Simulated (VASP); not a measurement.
# Ba (R-3m) in VASP: further runs

The runs below take Ba through single point, with PBEsol.

All numbers are computed with VASP 6.6.1; they aren't measurements. Logs are shortened: lines on timing, memory, paths and dates and some standing lists are left out, and cuts for length are marked.

**1. The cell of the first run**

The structure is trigonal, space group R-3m (No. 166). The conventional cell has a = 4.766 Å, b = 4.766 Å, c = 7.852 Å, α = 90.00°, β = 90.00°, γ = 120.00°. Ba (site symmetry -3m) has 12 Ba at 3.80 to 4.77 Å within 5.0 Å.

**2. Single point, PBEsol (51.50 Å³/atom)**

The input, INCAR:

```
ALGO     = Fast           # electronic algorithm
EDIFF    = 1E-6           # SCF threshold, eV
ENCUT    = 520            # plane-wave cutoff, eV
GGA      = PS             # functional
ISIF     = 2              # what is computed and relaxed
ISMEAR   = 0              # smearing method
LASPH    = True           # aspherical terms in the spheres
LCHARG   = False          # write CHGCAR
LREAL    = False          # projectors in reciprocal space
LWAVE    = False          # write WAVECAR
NBANDS   = 11             # bands
NELM     = 100            # most SCF steps
PREC     = Accurate       # precision mode
SIGMA    = 0.15           # smearing width, eV
```

The input, KPOINTS:

```
k-points
0
Gamma
  14 14 14
```

The input, POSCAR:

```
Ba
1.0
   -0.7358745488      2.6345432320      2.6345432320
    2.6345432320     -0.7358745488      2.6345432320
    2.6345432320      2.6345432320     -0.7358745488
Ba
1
Direct
    0.0000000000      0.0000000000      0.0000000000
```

Potentials or basis: VASP PAW PBE potentials, release 64 (Ba_sv).

The run is started by

```bash
cat potpaw_PBE.64/Ba_sv/POTCAR > POTCAR
mpirun -np 1 vasp_std > vasp.out
```

OUTCAR:

```text
EDIFF = 1E-6
   ENCUT = 520
   GGA = PS
   ISIF = 2
   ISMEAR = 0
   LASPH = True
   LREAL = False
   NELM = 100
   PREC = Accurate

 ion  position               nearest neighbor table
   1  0.000  0.000  0.000-

  LATTYP: Found a trigonal (rhomboedric) cell.
 ALAT       =     3.7977819098
 COS(alpha) =     0.2123968732

  Lattice vectors:

 A1 = (  -0.7358745488,   2.6345432320,   2.6345432320)
 A2 = (   2.6345432320,  -0.7358745488,   2.6345432320)
 A3 = (   2.6345432320,   2.6345432320,  -0.7358745488)

Analysis of symmetry for initial positions (statically):
=====================================================================
 Subroutine PRICEL returns:
 Original cell was already a primitive cell.

 Routine SETGRP: Setting up the symmetry group for a
 trigonal (rhombohedral) supercell.

 Subroutine GETGRP returns: Found 12 space group operations
 (whereof 12 operations were pure point group operations)
 out of a pool of 12 trial point group operations.

The static configuration has the point symmetry D_3d.

Analysis of symmetry for dynamics (positions and initial velocities):
=====================================================================
 Subroutine PRICEL returns:
 Original cell was already a primitive cell.

 Routine SETGRP: Setting up the symmetry group for a
 trigonal (rhombohedral) supercell.

 Subroutine GETGRP returns: Found 12 space group operations
 (whereof 12 operations were pure point group operations)
 out of a pool of 12 trial point group operations.

The dynamic configuration has the point symmetry D_3d.

 Subroutine INISYM returns: Found 12 space group operations
 (whereof 12 operations are pure point group operations),
 and found     1 'primitive' translations

----------------------------------------------------------------------------------------

                                     Primitive cell

  volume of cell :      51.4960

  direct lattice vectors                    reciprocal lattice vectors
    -0.735874549  2.634543232  2.634543232    -0.124268034  0.172431089  0.172431089
     2.634543232 -0.735874549  2.634543232     0.172431089 -0.124268034  0.172431089
     2.634543232  2.634543232 -0.735874549     0.172431089  0.172431089 -0.124268034

  length of vectors
     3.797781910  3.797781910  3.797781910     0.273692355  0.273692355  0.273692355

  position of ions in fractional coordinates (direct lattice)
[... 77 lines left out ...]
   EDIFF  = 0.1E-05   stopping-criterion for ELM
   LREAL  =      F    real-space projection
   EDIFFG = 0.1E-04   stopping-criterion for IOM
   NSW    =      0    number of steps for IOM
   IBRION =     -1    ionic relax: 0-MD 1-quasi-New 2-CG
   NFREE  =      0    steps in history (QN), initial steepest desc. (CG)
   ISIF   =      2    stress and relaxation
   ISYM   =      2    0-nonsym 1-usesym 2-fastsym
   POTIM  = 0.5000    time-step for ionic-motion
   TEBEG  =    0.0;   TEEND  =   0.0 temperature during run
   PSTRESS=    0.0 pullay stress
   NELECT =      10.0000    total number of electrons
   NUPDOWN=      -1.0000    fix difference up-down
   EMIN   =  10.00;   EMAX   =-10.00  energy-range for DOS
   EFERMI =   0.00;   METHOD = LEGACY
   ISMEAR =     0;   SIGMA  =   0.15  broadening in eV -4-tet -1-fermi 0-gaus
   EFERMI_NEDOS =   21; number of points for ismear=-14 and -15
   IALGO  =     68    algorithm
   IMIX   =      4    mixing-type and parameters
     AMIX     =   0.40;   BMIX     =  1.00
     AMIX_MAG =   1.60;   BMIX_MAG =  1.00
  volume/ion in A,a.u.               =      51.50       347.51
  Fermi-wavevector in a.u.,A,eV,Ry     =   0.948019  1.791496 12.228098  0.898740
  Thomas-Fermi vector in A             =   2.076168
   LORBIT       =      0    0 simple, 1 ext, 2 COOP (PROOUT), +10 PAW based schemes
   GGA     = PS    functional components
   LHFCALC =     F    Hartree Fock is set to
   AEXX    =    0.0000 exact exchange contribution
   IVDW    =     0    specifies the selected vdW correction
   LEPSILON=     F    determine dielectric tensor
   LRPA    =     F    only Hartree local field effects (RPA)
 non-spin polarized calculation
 RMM-DIIS sequential band-by-band and
 Gauss-broadening in eV      SIGMA  =   0.15
  energy-cutoff  :      520.00
  volume of cell :       51.50
 maximum number of plane-waves:      1401
   NGX = 15   NGY = 15   NGZ = 15

 number of electron      10.0000002 magnetization

 Free energy of the ion-electron system (eV)
  ---------------------------------------------------
  ext. energy  EPLUGINS =         0.00000000
  ---------------------------------------------------
  free energy    TOTEN  =        -1.90219884 eV

  energy without entropy =       -1.89019918  energy(sigma->0) =       -1.89619901

 E-fermi :   2.2458     XC(G=0):  -8.1845

 val. band max:        2.2431653051   @ k =  -0.3571   0.2857   0.2857
 cond. band min:       2.2637252024   @ k =  -0.4286   0.2143   0.1429
 fundamental gap:      0.0205598973
 Fermi energy:         2.2457532788

 k-point     1 :       0.0000    0.0000    0.0000
  band No.  band energies     occupation
      1     -26.6164      2.00000
      2     -11.3108      2.00000
      3     -11.3108      2.00000
      4     -11.2019      2.00000
      5      -0.4805      2.00000
      6       2.5560      0.00345
      7       2.5560      0.00345
      8       7.0598      0.00000
      9       7.1820      0.00000
     10       7.1820      0.00000
     11       9.3189      0.00000
[... 309 lines left out ...]
 k-point    24 :       0.2857    0.1429    0.0000
  band No.  band energies     occupation
      1     -26.5381      2.00000
      2     -11.9110      2.00000
      3     -11.4154      2.00000
      4     -11.2324      2.00000
      5       0.8772      2.00000
      6       2.8629      0.00000
      7       3.4136      0.00000
      8       5.0711      0.00000
      9       6.3444      0.00000
     10       6.9111      0.00000
     11      10.0325      0.00000

 [... further k-points ...]
[... 5 lines left out ...]
  --------------------------------------------------------------------------------------
  -------------------------------------------------------------------------------------
  Total        0.4945145      0.4945145      0.4945145      0.2068813      0.2068813      0.2068813
  in kB       15.3856597     15.3856597     15.3856597      6.4366277      6.4366277      6.4366277
  external PRESSURE =      15.3856597 kB  Pullay stress =       0.0000000 kB

 VOLUME and BASIS-vectors are now :
 -----------------------------------------------------------------------------
  energy-cutoff  :      520.00
  volume of cell :       51.50
      direct lattice vectors                 reciprocal lattice vectors
    -0.735874549  2.634543232  2.634543232    -0.124268034  0.172431089  0.172431089
     2.634543232 -0.735874549  2.634543232     0.172431089 -0.124268034  0.172431089
     2.634543232  2.634543232 -0.735874549     0.172431089  0.172431089 -0.124268034

 POSITION                                       TOTAL-FORCE (eV/Angst)
 -----------------------------------------------------------------------------------
      0.00000      0.00000      0.00000         0.000000      0.000000      0.000000
 -----------------------------------------------------------------------------------
    total drift:                                0.000000     -0.000000     -0.000000

  FREE ENERGIE OF THE ION-ELECTRON SYSTEM (eV)
  ---------------------------------------------------
  free  energy   TOTEN  =        -1.9021988351 eV

  energy  without entropy=       -1.8901991804  energy(sigma->0) =       -1.89619901
```

OSZICAR:

```text
N       E                     dE             d eps       ncg     rms          rms(c)
DAV:   1     0.525013401773E+02    0.52501E+02   -0.44250E+03  6336   0.767E+02
DAV:   2     0.431281075671E+00   -0.52070E+02   -0.50537E+02  7772   0.141E+02
DAV:   3    -0.185775568534E+01   -0.22890E+01   -0.22712E+01  8007   0.297E+01
DAV:   4    -0.191650508931E+01   -0.58749E-01   -0.58643E-01  7921   0.449E+00
DAV:   5    -0.191850194200E+01   -0.19969E-02   -0.19966E-02  8565   0.654E-01    0.230E+00
RMM:   6    -0.190717228701E+01    0.11330E-01   -0.96631E-03  7184   0.785E-01    0.135E+00
RMM:   7    -0.190179047961E+01    0.53818E-02   -0.22680E-02  8085   0.115E+00    0.606E-02
RMM:   8    -0.190212522049E+01   -0.33474E-03   -0.26803E-03  9007   0.353E-01    0.385E-02
RMM:   9    -0.190219261959E+01   -0.67399E-04   -0.59529E-04  9966   0.130E-01    0.272E-02
RMM:  10    -0.190219705522E+01   -0.44356E-05   -0.68440E-05  9760   0.525E-02    0.114E-02
RMM:  11    -0.190219861335E+01   -0.15581E-05   -0.24560E-05 10050   0.228E-02    0.695E-03
RMM:  12    -0.190219883513E+01   -0.22178E-06   -0.38836E-06  8015   0.959E-03
   1 F= -.19021988E+01 E0= -.18961990E+01  d E =-.119997E-01
```

Wall time 44 s (1 thread of Intel Xeon 6975P-C (Granite Rapids), shared host); peak memory 0.28 GiB.

Results:

```
Free energy            : -1.9022 eV
Pressure               : 1.5 GPa
Band gap on the k mesh : zero (bands 5 and 6 overlap by 0.24 eV)
```

Caveat: the PAW data sets were made with another functional, which shifts forces and pressure a little; spin-orbit coupling is left out, which moves the levels of the heavy elements.

**3. Single point, PBEsol (51.50 Å³/atom)**

The input, INCAR:

```
SYSTEM = Ba
PREC     = Accurate       ! precision mode
ENCUT    = 520            ! plane-wave cutoff, eV
EDIFF    = 1E-6           ! SCF threshold, eV
ISMEAR   = 0              ! smearing method
SIGMA    = 0.15           ! smearing width, eV
LREAL    = .False.        ! projectors in reciprocal space
LASPH    = .True.         ! aspherical terms in the spheres
NELM     = 80             ! most SCF steps
ALGO     = Fast           ! electronic algorithm
ISIF     = 2              ! what is computed and relaxed
LWAVE    = .False.        ! write WAVECAR
LCHARG   = .False.        ! write CHGCAR
GGA      = PS             ! functional
NBANDS   = 11             ! bands
```

The input, KPOINTS:

```
regular mesh
0
Gamma
  14 14 14
  0 0 0
```

The input, POSCAR:

```
Ba
1.0
    0.8399405458      3.4270264159      3.4270264159
    3.4270264159      0.8399405458      3.4270264159
    3.4270264159      3.4270264159      0.8399405458
Ba
1
Direct
    0.0000000000      0.0000000000      0.0000000000
```

Potentials or basis: VASP PAW PBE potentials, release 64 (Ba_sv).

The run is started by

```bash
cat potpaw_PBE.64/Ba_sv/POTCAR > POTCAR
mpirun -np 1 vasp_std > vasp.out
```

OUTCAR:

```text
SYSTEM = Ba
   PREC = Accurate
   ENCUT = 520
   EDIFF = 1E-6
   ISMEAR = 0
   LREAL = .False.
   LASPH = .True.
   NELM = 80
   ISIF = 2
   GGA = PS

 ion  position               nearest neighbor table
   1  0.000  0.000  0.000-

  LATTYP: Found a trigonal (rhomboedric) cell.
 ALAT       =     4.9187925582
 COS(alpha) =     0.7233665625

  Lattice vectors:

 A1 = (   0.8399405458,   3.4270264159,   3.4270264159)
 A2 = (   3.4270264159,   0.8399405458,   3.4270264159)
 A3 = (   3.4270264159,   3.4270264159,   0.8399405458)

Analysis of symmetry for initial positions (statically):
=====================================================================
 Subroutine PRICEL returns:
 Original cell was already a primitive cell.

 Routine SETGRP: Setting up the symmetry group for a
 trigonal (rhombohedral) supercell.

 Subroutine GETGRP returns: Found 12 space group operations
 (whereof 12 operations were pure point group operations)
 out of a pool of 12 trial point group operations.

The static configuration has the point symmetry D_3d.

Analysis of symmetry for dynamics (positions and initial velocities):
=====================================================================
 Subroutine PRICEL returns:
 Original cell was already a primitive cell.

 Routine SETGRP: Setting up the symmetry group for a
 trigonal (rhombohedral) supercell.

 Subroutine GETGRP returns: Found 12 space group operations
 (whereof 12 operations were pure point group operations)
 out of a pool of 12 trial point group operations.

The dynamic configuration has the point symmetry D_3d.

 Subroutine INISYM returns: Found 12 space group operations
 (whereof 12 operations are pure point group operations),
 and found     1 'primitive' translations

----------------------------------------------------------------------------------------

                                     Primitive cell
[... 109 lines left out ...]
     AMIX_MAG =   1.60;   BMIX_MAG =  1.00
  volume/ion in A,a.u.               =      51.50       347.51
  Fermi-wavevector in a.u.,A,eV,Ry     =   0.948019  1.791496 12.228098  0.898740
  Thomas-Fermi vector in A             =   2.076168
   LORBIT       =      0    0 simple, 1 ext, 2 COOP (PROOUT), +10 PAW based schemes
   GGA     = PS    functional components
   LHFCALC =     F    Hartree Fock is set to
   AEXX    =    0.0000 exact exchange contribution
   IVDW    =     0    specifies the selected vdW correction
   LEPSILON=     F    determine dielectric tensor
   LRPA    =     F    only Hartree local field effects (RPA)
 non-spin polarized calculation
 RMM-DIIS sequential band-by-band and
 Gauss-broadening in eV      SIGMA  =   0.15
  energy-cutoff  :      520.00
  volume of cell :       51.50
 maximum number of plane-waves:      1406
 NGX is ok and might be reduce to    40
   NGX = 19   NGY = 19   NGZ = 19

 number of electron      10.0000000 magnetization

 Free energy of the ion-electron system (eV)
  ---------------------------------------------------
  ext. energy  EPLUGINS =         0.00000000
  ---------------------------------------------------
  free energy    TOTEN  =        -1.65629964 eV

  energy without entropy =       -1.63415083  energy(sigma->0) =       -1.64522523

 E-fermi :   2.0830     XC(G=0):  -8.1062

 val. band max:        2.0775584463   @ k =  -0.2857   0.2143   0.2143
 cond. band min:       2.0846445361   @ k =  -0.2143   0.2857   0.2143
 fundamental gap:      0.0070860898
 Fermi energy:         2.0829627778

 k-point     1 :       0.0000    0.0000    0.0000
  band No.  band energies     occupation
      1     -26.6059      2.00000
      2     -11.6509      2.00000
      3     -10.8344      2.00000
      4     -10.8344      2.00000
      5      -0.3828      2.00000
      6       2.1649      0.43986
      7       4.5651      0.00000
      8       4.5651      0.00000
      9       7.4718      0.00000
     10       7.4718      0.00000
     11       7.9780      0.00000
[... 309 lines left out ...]
 k-point    24 :       0.2857    0.1429   -0.0000
  band No.  band energies     occupation
      1     -26.4665      2.00000
      2     -11.7907      2.00000
      3     -11.5458      2.00000
      4     -11.1253      2.00000
      5       1.1277      2.00000
      6       3.1005      0.00000
      7       3.3390      0.00000
      8       4.6097      0.00000
      9       6.2337      0.00000
     10       6.7191      0.00000
     11      10.5423      0.00000

 [... further k-points ...]
[... 5 lines left out ...]
  --------------------------------------------------------------------------------------
  -------------------------------------------------------------------------------------
  Total        0.8022671      0.8022671      0.8022671     -1.0992888     -1.0992888     -1.0992888
  in kB       24.9606609     24.9606609     24.9606609    -34.2017951    -34.2017951    -34.2017951
  external PRESSURE =      24.9606609 kB  Pullay stress =       0.0000000 kB

 VOLUME and BASIS-vectors are now :
 -----------------------------------------------------------------------------
  energy-cutoff  :      520.00
  volume of cell :       51.50
      direct lattice vectors                 reciprocal lattice vectors
     0.839940546  3.427026416  3.427026416    -0.214366357  0.172168938  0.172168938
     3.427026416  0.839940546  3.427026416     0.172168938 -0.214366357  0.172168938
     3.427026416  3.427026416  0.839940546     0.172168938  0.172168938 -0.214366357

 POSITION                                       TOTAL-FORCE (eV/Angst)
 -----------------------------------------------------------------------------------
      0.00000      0.00000      0.00000         0.000000      0.000000      0.000000
 -----------------------------------------------------------------------------------
    total drift:                               -0.000000     -0.000000     -0.000000

  FREE ENERGIE OF THE ION-ELECTRON SYSTEM (eV)
  ---------------------------------------------------
  free  energy   TOTEN  =        -1.6562996385 eV

  energy  without entropy=       -1.6341508257  energy(sigma->0) =       -1.64522523
```

OSZICAR:

```text
N       E                     dE             d eps       ncg     rms          rms(c)
DAV:   1     0.529889545164E+02    0.52989E+02   -0.44097E+03  6336   0.767E+02
DAV:   2     0.698534833638E+00   -0.52290E+02   -0.50749E+02  7746   0.141E+02
DAV:   3    -0.169698834099E+01   -0.23955E+01   -0.23659E+01  8248   0.300E+01
DAV:   4    -0.175579040748E+01   -0.58802E-01   -0.58719E-01  7676   0.445E+00
DAV:   5    -0.175793265809E+01   -0.21423E-02   -0.21420E-02  8472   0.652E-01    0.322E+00
RMM:   6    -0.167131180237E+01    0.86621E-01   -0.38709E-02  6511   0.122E+00    0.172E+00
RMM:   7    -0.165647420162E+01    0.14838E-01   -0.27314E-02  7410   0.119E+00    0.401E-01
RMM:   8    -0.165628309733E+01    0.19110E-03   -0.71467E-03  8843   0.532E-01    0.658E-02
RMM:   9    -0.165627157194E+01    0.11525E-04   -0.66072E-04  9228   0.151E-01    0.434E-02
RMM:  10    -0.165630289950E+01   -0.31328E-04   -0.17245E-04  9148   0.908E-02    0.246E-02
RMM:  11    -0.165629892099E+01    0.39785E-05   -0.68229E-05 10150   0.453E-02    0.708E-03
RMM:  12    -0.165629954929E+01   -0.62830E-06   -0.10295E-05  9274   0.130E-02    0.333E-03
RMM:  13    -0.165629963852E+01   -0.89227E-07   -0.26639E-06  6946   0.625E-03
   1 F= -.16562996E+01 E0= -.16452252E+01  d E =-.221488E-01
```

stdout:

```text
POSCAR found type information on POSCAR Ba
 POSCAR found :  1 types and       1 ions
 scaLAPACK will be used
 -----------------------------------------------------------------------------
|                                                                             |
|                                                                             |
|     You enforced a specific xc type in the INCAR file but a different       |
|     I HOPE YOU KNOW WHAT YOU ARE DOING!                                     |
|                                                                             |
 -----------------------------------------------------------------------------

 LDA part: xc-table for (Slater+PW92), standard interpolation
 POSCAR, INCAR and KPOINTS ok, starting setup
 FFT: planning ... GRIDC
 FFT: planning ... GRID_SOFT
 FFT: planning ... GRID
 WAVECAR not read
 entering main loop
```

Wall time 1.8 min (1 thread of Intel Xeon 6975P-C (Granite Rapids), shared host); peak memory 0.36 GiB.

What came out:

| Item | Value |
| --- | --- |
| Free energy | -1.6563 eV |
| Pressure | 2.5 GPa |
| Band gap on the k mesh | zero (bands 5 and 6 overlap by 1.54 eV) |

Stress tensor (GPa, compression positive):
```
 2.50 -3.42 -3.42
-3.42  2.50 -3.42
-3.42 -3.42  2.50
```

Caveat: the PAW data sets were made with another functional, which shifts forces and pressure a little; spin-orbit coupling is left out, which moves the levels of the heavy elements.
